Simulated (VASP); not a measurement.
Runs of VASP 6.6.1 on CdS. The structure is cubic, space group F-43m (No. 216). Conventional cell: a = 5.833 Å, b = 5.833 Å, c = 5.833 Å, α = 90.00°, β = 90.00°, γ = 90.00°. Cd (site symmetry -43m) has 4 S at 2.53 Å within 3.3 Å. S (site symmetry -43m) has 4 Cd at 2.53 Å within 3.3 Å. 

| k mesh | gap on the mesh (eV) | pressure (GPa) |
| --- | --- | --- |
| 4 × 4 × 4 | 1.14 | (a) |
| 14 × 14 × 14 | 1.15 | 3.2 |
| 8 × 8 × 8 | 1.15 | 3.2 |
| 6 × 6 × 6 | 1.15 | 3.2 |
| 10 × 10 × 10 | 1.15 | 3.2 |

Alike in all rows: task single point; level PBE; potentials or basis VASP PAW PBE potentials, release 64 (Cd, S); no spin polarisation; cell as given; cutoff (eV) 500; smearing gaussian 0.02 eV.

**Question.** Fill in the values left out.

**Answer.** (a) 3.4.

Caveats: some runs use coarse meshes; the cell stands under pressure (at least some runs).

A k mesh can miss the band edges, and the runs leave out spin-orbit coupling on Cd.
